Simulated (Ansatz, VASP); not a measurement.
**ZnS in VASP and in Ansatz**

```
Zn S
1.0
     3.73478    0.00000    0.00000
    -1.86739    3.30042    0.00000
     0.00000    0.00000    6.23400
Zn S
2 2
Direct
  0.33333 0.66667 0.00000
  0.66667 0.33333 0.50000
  0.33333 0.66667 0.38500
  0.66667 0.33333 0.88500
```

Change from the starting cell: strain -0.0200 x Voigt [1, 0, 0, 0, 0, 0], atoms carried along.

Alike in both runs: task single point; functional r2SCAN; k mesh 6 × 6 × 4; occupations gaussian, width 0.05 eV; no spin polarisation.

```csv
,VASP,Ansatz
version,VASP 6.6.1,Ansatz 0.2.0
potentials or method,"VASP PAW PBE potentials, release 64 (Zn, S), cutoff 520 eV","scalar-relativistic, plane waves, PAW"
valence electrons in the cell,36,36
```

|  | VASP | Ansatz | Ansatz less VASP |
| --- | --- | --- | --- |
| gap on the k mesh at the Fermi level (eV) | 2.87 | 2.85 | -0.011 |
| least direct gap on the mesh (eV) | 2.87 | 2.85 | -0.011 |
| pressure (GPa) | 2.0 | 1.9 | -0.11 |
| traceless stress, the component that is largest in VASP (GPa) | 2.59 | 2.55 | -0.048 |
| rms of the force components (eV/Å) | 0.246 | 0.245 | -0.0003 |

VASP's potentials were made for PBE, not for r2SCAN. Atom by atom the forces differ by 0.005 eV/Å (rms over components). With one functional, cell and mesh, what is left measures potentials, basis and numerics.
